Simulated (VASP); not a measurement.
Here is a VASP 6.6.1 calculation.

INCAR

```
ALGO     = Normal         # electronic algorithm
EDIFF    = 1E-7           # SCF threshold, eV
ENCUT    = 520            # plane-wave cutoff, eV
ISIF     = 2              # what is computed and relaxed
ISMEAR   = -1             # smearing method
LASPH    = True           # aspherical terms in the spheres
LCHARG   = False          # write CHGCAR
LREAL    = False          # projectors in reciprocal space
LWAVE    = False          # write WAVECAR
NBANDS   = 12             # bands
NELM     = 100            # most SCF steps
PREC     = Accurate       # precision mode
SIGMA    = 0.1            # smearing width, eV
```

Contents of KPOINTS:

```
k-points
0
Gamma
  15 15 15
```

File POSCAR:

```
Ga
1.0
   -1.6946328581      1.6946328581      1.6946328581
    1.6946328581     -1.6946328581      1.6946328581
    1.6946328581      1.6946328581     -1.6946328581
Ga
1
Direct
    0.0000000000      0.0000000000      0.0000000000
```

Potentials or basis: VASP PAW LDA potentials, release 64 (Ga_d).

The run is started by

```sh
$ cat potpaw_LDA.64/Ga_d/POTCAR > POTCAR
$ mpirun -np 1 vasp_std > vasp.out
```

**Question.** Estimate the pressure.

**Answer.** -5.5 GPa.

**Question.** What does it give for the band gap on the k mesh?

**Answer.** Zero (an odd number of electrons rules out a gap without spin polarisation).

Caveat: the cell stands under tension.
